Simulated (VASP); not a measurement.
Set up this calculation in VASP 6.6.1, as the native input.

| Item | Value |
| --- | --- |
| Task | single point |
| Functional | r2SCAN |
| Potentials or basis | VASP PAW PBE potentials, release 64 (Au) |
| Cutoff | 520 eV |
| k mesh | 26 × 26 × 26 |
| Occupations | gaussian, width 0.15 eV |
| Spin | no spin polarisation |
| Dipole correction | no |
| Further INCAR settings | ALGO = Normal; EDIFF = 1e-06; NBANDS = 12 |

Au:

```
CELL_PARAMETERS angstrom
-1.63769 1.63769 1.71957
1.63769 -1.63769 1.71957
1.63769 1.63769 -1.71957
ATOMIC_POSITIONS crystal
Au 0.00000 0.00000 0.00000
```

This cell differs from its parent crystal: strain +0.000 along x and y, +0.050 along z.

One way to write it, as run:

POSCAR

```
Au
1.0
   -1.6376879824      1.6376879824      1.7195723815
    1.6376879824     -1.6376879824      1.7195723815
    1.6376879824      1.6376879824     -1.7195723815
Au
1
Direct
    0.0000000000      0.0000000000      0.0000000000
```

INCAR.step1

```
ALGO = Normal
EDIFF = 1E-4
ENCUT = 520
GGA = PE
ISMEAR = 0
LASPH = True
LCHARG = False
LREAL = False
LWAVE = True
NBANDS = 12
NELM = 60
PREC = Accurate
SIGMA = 0.15
```

INCAR.step2

```
ALGO = Normal
EDIFF = 1E-6
ENCUT = 520
ISIF = 2
ISMEAR = 0
ISTART = 1
LASPH = True
LCHARG = False
LMIXTAU = True
LREAL = False
LWAVE = False
METAGGA = R2SCAN
NBANDS = 12
NELM = 60
PREC = Accurate
SIGMA = 0.15
```

KPOINTS

```
k-points
0
Gamma
  26 26 26
```

Potentials or basis: VASP PAW PBE potentials, release 64 (Au).

Launch:

```bash
$ cat potpaw_PBE.64/Au/POTCAR > POTCAR
$ cp INCAR.step1 INCAR
$ mpirun -np 1 vasp_std > vasp.out
$ cp INCAR.step2 INCAR
$ mpirun -np 1 vasp_std > vasp.out
```

It gave:

```json
{
  "Pressure": "-6.0 GPa"
}
```

Caveat: the cell differs from its parent crystal (strain +0.000 along x and y, +0.050 along z); the PAW data sets were made with another functional, which shifts forces and pressure a little.

Run time: 30 min on 1 thread of Oxide Virtual Turin-like Processor, with other jobs on the host, peak memory 0.35 GiB.
